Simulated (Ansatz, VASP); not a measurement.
Two plane-wave programs on Ge

```xyz
4
Lattice="4.1169 0.0000 0.0000 -2.0584 3.5653 0.0000 0.0000 0.0000 6.3985" Properties=species:S:1:pos:R:3 pbc="T T T"
Ge    2.0584    1.1884    0.4025
Ge    0.0000    2.3769    3.6018
Ge    2.0584    1.1884    2.7967
Ge    0.0000    2.3769    5.9959
```

Change from the starting cell: strain +0.030 along x and y, -0.030 along z, atoms carried along.

Alike in both runs: task single point; functional PBEsol; k mesh 12 × 12 × 8; occupations gaussian, width 0.15 eV; no spin polarisation.

```csv
,VASP,Ansatz
version,VASP 6.6.1,Ansatz 0.2.0
potentials or method,"VASP PAW PBE potentials, release 64 (Ge_d), cutoff 520 eV","scalar-relativistic, plane waves, PAW"
valence electrons in the cell,56,56
```

Ansatz gave:

- gap on the k mesh at the Fermi level (eV): none
- pressure (GPa): -1.3
- traceless stress, the component that is largest in VASP (GPa): 6.97
- rms of the force components (eV/Å): 0.362

**Question.** Estimate VASP's values.

**Answer.** gap on the k mesh at the Fermi level (eV): none; pressure (GPa): -1.5; traceless stress, the component that is largest in VASP (GPa): 6.96; rms of the force components (eV/Å): 0.360.

VASP's potentials were made for PBE, not for PBEsol. Atom by atom the forces differ by 0.003 eV/Å (rms over components). A gap of «none» marks a metal or a gap that the smearing closes. With one functional, cell and mesh, what is left measures potentials, basis and numerics.
